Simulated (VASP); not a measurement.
# Mg (P6_3/mmc) in VASP: a series of runs, part 2 of 3

VASP 6.6.1.

### 3 Single point, RPBE

This run uses another cell than the first one, of 23.88 Å³/atom, 1.009 times its volume.

File INCAR:

```
SYSTEM = Mg
PREC = Accurate
ENCUT = 520
EDIFF = 1E-6
ISMEAR = -1
SIGMA = 0.05
LREAL = .False.
LASPH = .True.
NELM = 80
ALGO = Normal
ISIF = 2
LWAVE = .False.
LCHARG = .False.
GGA = RP
NBANDS = 12
```

File KPOINTS:

```
regular mesh
0
Gamma
  10 10 3
  0 0 0
```

File POSCAR:

```
Mg
1.0
    3.2210296946      0.0000000000      0.0000000000
   -1.6105148473      2.7894935419      0.0000000000
    0.0000000000      0.0000000000     10.6311733823
Mg
4
Direct
    0.6666666667      0.3333333333      0.7500000000
    0.0000000000      0.0000000000      0.5000000000
    0.3333333333      0.6666666667      0.2500000000
    0.0000000000      0.0000000000      0.0000000000
```

Potentials or basis: VASP PAW PBE potentials, release 64 (Mg).

Started as:

```sh
$ cat potpaw_PBE.64/Mg/POTCAR > POTCAR
$ mpirun -np 1 vasp_std > vasp.out
```

OUTCAR:

```text
SYSTEM = Mg
   PREC = Accurate
   ENCUT = 520
   EDIFF = 1E-6
   ISMEAR = -1
   LREAL = .False.
   LASPH = .True.
   NELM = 80
   ISIF = 2
   GGA = RP

 ion  position               nearest neighbor table
   1  0.667  0.333  0.750-   2 3.24   4 3.24   2 3.24   4 3.24   2 3.24   4 3.24
   2  0.000  0.000  0.500-   1 3.24   3 3.24   1 3.24   3 3.24   1 3.24   3 3.24
   3  0.333  0.667  0.250-   2 3.24   4 3.24   2 3.24   4 3.24   2 3.24   4 3.24
   4  0.000  0.000  0.000-   1 3.24   3 3.24   1 3.24   3 3.24   1 3.24   3 3.24

  LATTYP: Found a hexagonal cell.
 ALAT       =     3.2210296946
 C/A-ratio  =     3.3005511871

  Lattice vectors:

 A1 = (   3.2210296946,   0.0000000000,   0.0000000000)
 A2 = (  -1.6105148473,   2.7894935419,   0.0000000000)
 A3 = (   0.0000000000,   0.0000000000,  10.6311733823)

Analysis of symmetry for initial positions (statically):
=====================================================================
 Subroutine PRICEL returns:
 Original cell was already a primitive cell.

 Routine SETGRP: Setting up the symmetry group for a
 hexagonal supercell.

 Subroutine GETGRP returns: Found 24 space group operations
 (whereof 12 operations were pure point group operations)
 out of a pool of 24 trial point group operations.

The static configuration has the point symmetry D_3d.
 The point group associated with its full space group is D_6h.

Analysis of symmetry for dynamics (positions and initial velocities):
=====================================================================
 Subroutine PRICEL returns:
 Original cell was already a primitive cell.

 Routine SETGRP: Setting up the symmetry group for a
 hexagonal supercell.

 Subroutine GETGRP returns: Found 24 space group operations
 (whereof 12 operations were pure point group operations)
 out of a pool of 24 trial point group operations.

The dynamic configuration has the point symmetry D_3d.
 The point group associated with its full space group is D_6h.

 Subroutine INISYM returns: Found 24 space group operations
 (whereof 12 operations are pure point group operations),
 and found     1 'primitive' translations

----------------------------------------------------------------------------------------

                                     Primitive cell

  volume of cell :      95.5215

  direct lattice vectors                    reciprocal lattice vectors
     3.221029695  0.000000000  0.000000000     0.310459727  0.179244007  0.000000000
    -1.610514847  2.789493542  0.000000000     0.000000000  0.358488014  0.000000000
     0.000000000  0.000000000 10.631173382     0.000000000  0.000000000  0.094062994

  length of vectors
     3.221029695  3.221029695 10.631173382     0.358488014  0.358488014  0.094062994

  position of ions in fractional coordinates (direct lattice)
     0.666666667  0.333333333  0.750000000
     0.000000000  0.000000000  0.500000000
     0.333333333  0.666666667  0.250000000
     0.000000000  0.000000000  0.000000000

  ion indices of the primitive-cell ions
   primitive index   ion index
                 1           1
                 2           2
                 3           3
                 4           4

----------------------------------------------------------------------------------------

 KPOINTS: regular mesh

Automatic generation of k-mesh.
 Grid dimensions read from file:
 generate k-points for:   10   10    3

[... 44 lines left out ...]
 [... further k-points ...]
   k-points           NKPTS =     28   k-points in BZ     NKDIM =     28   number of bands    NBANDS=     12
   number of dos      NEDOS =    301   number of ions     NIONS =      4
   total plane-waves  NPLWV =  46080
   dimension x,y,z NGX =    24 NGY =   24 NGZ =   80
   dimension x,y,z NGXF=    48 NGYF=   48 NGZF=  160
   ions per type =               4
   NGX,Y,Z   is equivalent  to a cutoff of  12.39, 12.39, 12.51 a.u.
   NGXF,Y,Z  is equivalent  to a cutoff of  24.77, 24.77, 25.02 a.u.
 SYSTEM =  Mg
   PREC   = accura    normal or accurate (medium, high low for compatibility)
   ISTART =      0    job   : 0-new  1-cont  2-samecut
   ICHARG =      2    charge: 1-file 2-atom 10-const
   ISPIN  =      1    spin polarized calculation?
   LNONCOLLINEAR =      F non collinear calculations
   LSORBIT =      F    spin-orbit coupling
   LASPH  =      T    aspherical Exc in radial PAW
   ENCUT  =  520.0 eV  38.22 Ry    6.18 a.u.   5.99  5.99 19.77*2*pi/ulx,y,z
   NELM   =     80;   NELMIN=  2; NELMDL= -5     # of ELM steps
   EDIFF  = 0.1E-05   stopping-criterion for ELM
   LREAL  =      F    real-space projection
   EDIFFG = 0.1E-04   stopping-criterion for IOM
   NSW    =      0    number of steps for IOM
   IBRION =     -1    ionic relax: 0-MD 1-quasi-New 2-CG
   NFREE  =      0    steps in history (QN), initial steepest desc. (CG)
   ISIF   =      2    stress and relaxation
   ISYM   =      2    0-nonsym 1-usesym 2-fastsym
   POTIM  = 0.5000    time-step for ionic-motion
   TEBEG  =    0.0;   TEEND  =   0.0 temperature during run
   PSTRESS=    0.0 pullay stress
   NELECT =       8.0000    total number of electrons
   NUPDOWN=      -1.0000    fix difference up-down
   EMIN   =  10.00;   EMAX   =-10.00  energy-range for DOS
   EFERMI =   0.00;   METHOD = LEGACY
   ISMEAR =    -1;   SIGMA  =   0.05  broadening in eV -4-tet -1-fermi 0-gaus
   EFERMI_NEDOS =   21; number of points for ismear=-14 and -15
   IALGO  =     38    algorithm
   IMIX   =      4    mixing-type and parameters
     AMIX     =   0.40;   BMIX     =  1.00
     AMIX_MAG =   1.60;   BMIX_MAG =  1.00
  volume/ion in A,a.u.               =      23.88       161.15
  Fermi-wavevector in a.u.,A,eV,Ry     =   0.716261  1.353536  6.980187  0.513029
  Thomas-Fermi vector in A             =   1.804635
   LORBIT       =      0    0 simple, 1 ext, 2 COOP (PROOUT), +10 PAW based schemes
   GGA     = RP    functional components
   LHFCALC =     F    Hartree Fock is set to
   AEXX    =    0.0000 exact exchange contribution
   IVDW    =     0    specifies the selected vdW correction
   LEPSILON=     F    determine dielectric tensor
   LRPA    =     F    only Hartree local field effects (RPA)
 non-spin polarized calculation
  energy-cutoff  :      520.00
  volume of cell :       95.52
 maximum number of plane-waves:      2604
 NGX is ok and might be reduce to    24
   NGX = 11   NGY = 11   NGZ = 39

 number of electron       8.0000000 magnetization

 Free energy of the ion-electron system (eV)
  ---------------------------------------------------
  ext. energy  EPLUGINS =         0.00000000
  ---------------------------------------------------
  free energy    TOTEN  =        -5.34950675 eV

  energy without entropy =       -5.33313911  energy(sigma->0) =       -5.34132293

 E-fermi :   2.6552     XC(G=0):  -8.2734

 val. band max:        2.6256467682   @ k =   0.4000   0.2000   0.0000
 cond. band min:       2.6561803607   @ k =   0.3000   0.3000   0.0000
 fundamental gap:      0.0305335925
 Fermi energy:         2.6551840680

 k-point     1 :       0.0000    0.0000    0.0000
  band No.  band energies     occupation
      1      -4.2267      2.00000
      2      -2.9004      2.00000
      3      -2.9002      2.00000
      4       0.8128      2.00000
      5       1.1722      2.00000
      6       7.2112      0.00000
      7       7.2178      0.00000
      8      13.4515      0.00000
      9      13.4515      0.00000
     10      13.5096      0.00000
     11      13.5096      0.00000
     12      14.2093      0.00000
[... 331 lines left out ...]
 k-point    24 :       0.4000    0.1000    0.3333
  band No.  band energies     occupation
      1      -0.0977      2.00000
      2       0.3231      2.00000
      3       1.6961      2.00000
      4       1.8296      2.00000
      5       2.4120      1.98466
      6       3.2714      0.00001
      7       3.9695      0.00000
      8       5.1072      0.00000
      9       6.4585      0.00000
     10       7.2421      0.00000
     11       7.8073      0.00000
     12       8.4535      0.00000

 [... further k-points ...]
[... 5 lines left out ...]
  --------------------------------------------------------------------------------------
  -------------------------------------------------------------------------------------
  Total       -0.1201494     -0.1201494     -0.1214660      0.0000000     -0.0000000     -0.0000000
  in kB       -2.0152594     -2.0152594     -2.0373417      0.0000000     -0.0000000     -0.0000000
  external PRESSURE =      -2.0226202 kB  Pullay stress =       0.0000000 kB

 VOLUME and BASIS-vectors are now :
 -----------------------------------------------------------------------------
  energy-cutoff  :      520.00
  volume of cell :       95.52
      direct lattice vectors                 reciprocal lattice vectors
     3.221029695  0.000000000  0.000000000     0.310459727  0.179244007  0.000000000
    -1.610514847  2.789493542  0.000000000     0.000000000  0.358488014  0.000000000
     0.000000000  0.000000000 10.631173382     0.000000000  0.000000000  0.094062994

 POSITION                                       TOTAL-FORCE (eV/Angst)
 -----------------------------------------------------------------------------------
      1.61051      0.92983      7.97338        -0.000000      0.000000      0.000000
      0.00000      0.00000      5.31559         0.000000      0.000000      0.000000
     -0.00000      1.85966      2.65779         0.000000     -0.000000     -0.000000
      0.00000      0.00000      0.00000         0.000000      0.000000      0.000000
 -----------------------------------------------------------------------------------
    total drift:                                0.000000     -0.000000      0.000000

  FREE ENERGIE OF THE ION-ELECTRON SYSTEM (eV)
  ---------------------------------------------------
  free  energy   TOTEN  =        -5.3495067546 eV

  energy  without entropy=       -5.3331391121  energy(sigma->0) =       -5.34132293
```

stdout:

```text
POSCAR found type information on POSCAR Mg
 POSCAR found :  1 types and       4 ions
 scaLAPACK will be used
 -----------------------------------------------------------------------------
|                                                                             |
|                                                                             |
|     You enforced a specific xc type in the INCAR file but a different       |
|     I HOPE YOU KNOW WHAT YOU ARE DOING!                                     |
|                                                                             |
 -----------------------------------------------------------------------------

 LDA part: xc-table for (Slater+PW92), standard interpolation
 POSCAR, INCAR and KPOINTS ok, starting setup
 FFT: planning ... GRIDC
 FFT: planning ... GRID_SOFT
 FFT: planning ... GRID
 WAVECAR not read
 entering main loop
```

Run time: 19 s. Hardware: 1 thread of Intel Xeon Platinum 8488C (Sapphire Rapids), shared host; peak memory 0.2 GiB.

Results:

* Free energy: -5.3495 eV
* Pressure: -0.2 GPa
* Band gap on the k mesh: zero (band 4 reaches 3.13 eV, above the bottom of band 5 at 1.17 eV)

Levels at points of the mesh, in eV from the Fermi level:
```
           k point  band 2  band 3  band 4  band 5  band 6  band 7
(0.00, 0.00, 0.00)   -5.56   -5.56   -1.84   -1.48    4.56    4.56
(0.50, 0.00, 0.00)   -2.15   -1.15   -1.13   -0.59   -0.56    2.56
```

Caveat: the PAW data sets were made with another functional, which shifts forces and pressure a little.

### 4 Single point, revPBE

This run uses another cell than the first one, of 23.74 Å³/atom, 1.003 times its volume.

File INCAR:

```
ALGO     = Normal         # electronic algorithm
EDIFF    = 1E-7           # SCF threshold, eV
ENCUT    = 520            # plane-wave cutoff, eV
GGA      = RE             # functional
ISIF     = 2              # what is computed and relaxed
ISMEAR   = -1             # smearing method
LASPH    = True           # aspherical terms in the spheres
LCHARG   = True           # write CHGCAR
LELF     = True           # ELF
LREAL    = False          # projectors in reciprocal space
LVHAR    = True         
LWAVE    = False          # write WAVECAR
NBANDS   = 12             # bands
NELM     = 60             # most SCF steps
PREC     = Accurate       # precision mode
SIGMA    = 0.05           # smearing width, eV
```

File KPOINTS:

```
k-points
0
Gamma
  10 10 3
```

File POSCAR:

```
Mg
1.0
    3.2145193958      0.0000000000      0.0000000000
   -1.6072596979      2.7838554577      0.0000000000
    0.0000000000      0.0000000000     10.6119351354
Mg
4
Direct
    0.6666666667      0.3333333333      0.7500000000
    0.0000000000      0.0000000000      0.5000000000
    0.3333333333      0.6666666667      0.2500000000
    0.0000000000      0.0000000000      0.0000000000
```

Started as:

```sh
$ cat potpaw_PBE.64/Mg/POTCAR > POTCAR
$ mpirun -np 1 vasp_std > vasp.out
```

Wall time 18 s (1 thread of Intel Xeon Platinum 8488C (Sapphire Rapids), shared host); peak memory 0.2 GiB.

Results (log left out):

```
Free energy            : -5.4275 eV
Pressure               : -0.2 GPa
Band gap on the k mesh : zero (band 4 reaches 3.14 eV, above the bottom of band 5 at 1.18 eV)
```

Levels at points of the mesh, in eV from the Fermi level:
```
           k point  band 1  band 2  band 3  band 4  band 5  band 6  band 7  band 8
(0.00, 0.00, 0.00)   -6.91   -5.58   -5.58   -1.85   -1.49    4.57    4.57   10.83
(0.50, 0.00, 0.00)   -2.17   -2.16   -1.16   -1.13   -0.59   -0.57    2.57    2.75
```

Caveat: the PAW data sets were made with another functional, which shifts forces and pressure a little.

[end of part 2 of 3]
